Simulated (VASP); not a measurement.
Input of a VASP 6.6.1 run:

The input POSCAR:

```
Si3N4
1.0
    7.6020000000      0.0000000000      0.0000000000
   -3.8010000000      6.5835251196      0.0000000000
    0.0000000000      0.0000000000      2.9060000000
Si N
6 8
Direct
    0.7684770000      0.1745610000      0.2500000000
    0.5939160000      0.7684770000      0.7500000000
    0.8254390000      0.5939160000      0.2500000000
    0.2315230000      0.8254390000      0.7500000000
    0.4060840000      0.2315230000      0.2500000000
    0.1745610000      0.4060840000      0.7500000000
    0.0305000000      0.3302500000      0.2500000000
    0.7002500000      0.0305000000      0.7500000000
    0.6697500000      0.7002500000      0.2500000000
    0.9695000000      0.6697500000      0.7500000000
    0.2997500000      0.9695000000      0.2500000000
    0.3302500000      0.2997500000      0.7500000000
    0.6666666667      0.3333333333      0.2500000000
    0.3333333333      0.6666666667      0.7500000000
```

Contents of INCAR.step1:

```
  PREC = Accurate
  ENCUT = 520
  ISMEAR = -1
  SIGMA = 0.02
  LREAL = F
  LASPH = T
  NELM = 60
  NBANDS = 45
  GGA = PE
  ALGO = Normal
  EDIFF = 1E-4
  LWAVE = T
  LCHARG = F
```

The input INCAR.step2:

```
  PREC = Accurate
  ENCUT = 520
  EDIFF = 1E-8
  ISMEAR = -1
  SIGMA = 0.02
  LREAL = F
  LASPH = T
  NELM = 60
  ALGO = Normal
  ISIF = 2
  LWAVE = F
  LCHARG = F
  METAGGA = R2SCAN
  LMIXTAU = T
  LEFG = T
  NBANDS = 45
  ISTART = 1
```

The input KPOINTS:

```
regular mesh
0
Gamma
  4 4 10
```

Potentials or basis: VASP PAW PBE potentials, release 64 (Si, N).

Command:

```sh
$ cat potpaw_PBE.64/Si/POTCAR potpaw_PBE.64/N/POTCAR > POTCAR
$ cp INCAR.step1 INCAR
$ mpirun -np 1 vasp_std > vasp.out
$ cp INCAR.step2 INCAR
$ mpirun -np 1 vasp_std > vasp.out
```

Task: Estimate the band gap on the k mesh.

Result: 4.99 eV, indirect (least direct gap 5.18 eV).

Task: What does it give for the pressure?

Result: -0.1 GPa.

Electric field gradients, principal values (V/Å²):
```tsv
atom	least	middle	greatest (by size)
1 Si	-3.997	-5.578	9.575
2 Si	-3.997	-5.578	9.575
3 Si	-3.997	-5.578	9.575
4 Si	-3.997	-5.578	9.575
5 Si	-3.997	-5.578	9.575
6 Si	-3.997	-5.578	9.575
7 N	20.612	25.462	-46.074
8 N	20.612	25.462	-46.074
9 N	20.612	25.462	-46.074
10 N	20.612	25.462	-46.074
11 N	20.612	25.462	-46.074
12 N	20.612	25.462	-46.074
13 N	23.258	23.259	-46.517
14 N	23.258	23.259	-46.517
```

Caveat: without QUAD_EFG the Cq values of the log hold for a quadrupole moment of 1 mb, not for the nuclei; the PAW data sets were made with another functional, which shifts forces and pressure a little. A k mesh can miss the band edges.
